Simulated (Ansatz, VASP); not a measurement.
## One calculation of SnSe, two programs

```
CELL_PARAMETERS angstrom
0.00000 3.06903 3.06903
3.06903 0.00000 3.06903
3.06903 3.06903 0.00000
ATOMIC_POSITIONS crystal
Sn 0.00000 0.00000 0.00000
Se 0.50000 0.50000 0.50000
```

Alike in both runs: task single point; functional LDA; k mesh 8 × 8 × 8; occupations fermi-dirac, width 0.05 eV; no spin polarisation.

|  | VASP | Ansatz |
| --- | --- | --- |
| version | VASP 6.6.1 | Ansatz 0.2.0 |
| potentials or method | VASP PAW LDA potentials, release 64 (Sn_d, Se) | Ansatz PAW |
| plane-wave cutoff (eV) | 520 | 420 |
| valence electrons in the cell | 20 | 30 |

|  | VASP | Ansatz | Ansatz less VASP |
| --- | --- | --- | --- |
| gap on the k mesh at the Fermi level (eV) | 0.40 | 0.38 | -0.017 |
| least direct gap on the mesh (eV) | 0.40 | 0.38 | -0.017 |
| pressure (GPa) | -5.6 | -5.7 | -0.06 |

LDA's correlation is that of Perdew and Zunger in VASP and of Perdew and Wang (1992) in Ansatz. VASP's potentials hold 20 valence electrons a cell and Ansatz's 30, so a difference there can come from the potentials and not from the codes.
